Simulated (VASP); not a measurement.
Here is a VASP 6.6.1 calculation.

The input INCAR:

```
PREC = Accurate
ENCUT = 520
EDIFF = 1E-6
ISMEAR = 0
SIGMA = 0.05
LREAL = F
LASPH = T
NELM = 80
ALGO = Normal
ISIF = 2
LWAVE = F
LCHARG = F
GGA = CA
NBANDS = 16
```

File KPOINTS:

```
Automatic mesh
0
Gamma
  9 9 6
```

POSCAR

```
AlN
1.0
    3.2486697589      0.0000000000      0.0000000000
   -1.6243348794      2.8134305397      0.0000000000
    0.0000000000      0.0000000000      4.0666517166
Al N
2 2
Direct
    0.3333333333      0.6666666667      0.7609379390
    0.6666666667      0.3333333333      0.2609379390
    0.3333333333      0.6666666667      0.2289303619
    0.6666666667      0.3333333333      0.7289303619
```

Potentials or basis: VASP PAW LDA potentials, release 64 (Al, N).

Command:

```bash
$ cat potpaw_LDA.64/Al/POTCAR potpaw_LDA.64/N/POTCAR > POTCAR
$ mpirun -np 1 vasp_std > vasp.out
```

Question: Predict the pressure.

Answer: 8.6 GPa.

Question: What does it give for the largest force?

Answer: 0.611 eV/Å.

Question: Predict the band gap on the k mesh.

Answer: 3.89 eV, direct.

Stress tensor (GPa, compression positive):
```
 5.68  0.00  0.00
 0.00  5.68  0.00
 0.00  0.00 14.51
```

A k mesh can miss the band edges.
